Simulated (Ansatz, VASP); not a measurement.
## SnO in VASP and in Ansatz

```
Sn O
1.0
     3.86817    0.00000    0.00000
     0.00000    3.86817    0.00000
     0.00000    0.00000    5.06728
Sn O
2 2
Cartesian
  0.0177 1.9518 1.1591
  1.9164 -0.0177 3.9082
  -0.0019 0.0019 0.0000
  1.9359 1.9322 0.0000
```

Change from the starting cell: mode 4 (104.6 1/cm) frozen in, largest displacement +0.025 Å.

Alike in both runs: task single point; functional PBE; k mesh 10 × 10 × 8; occupations gaussian, width 0.05 eV; no spin polarisation.

```csv
,VASP,Ansatz
version,VASP 6.6.1,Ansatz 0.2.0
potentials or method,"VASP PAW PBE potentials, release 64 (Sn_d, O), cutoff 520 eV","scalar-relativistic, plane waves, PAW"
valence electrons in the cell,40,40
```

|  | VASP | Ansatz | Ansatz less VASP |
| --- | --- | --- | --- |
| gap on the k mesh at the Fermi level (eV) | 0.51 | 0.50 | -0.009 |
| least direct gap on the mesh (eV) | 1.91 | 1.94 | +0.030 |
| pressure (GPa) | 0.2 | 0.0 | -0.19 |
| traceless stress, the component that is largest in VASP (GPa) | -0.37 | -0.36 | +0.015 |
| rms of the force components (eV/Å) | 0.060 | 0.049 | -0.0117 |

Atom by atom the forces differ by 0.031 eV/Å (rms over components). With one functional, cell and mesh, what is left measures potentials, basis and numerics.
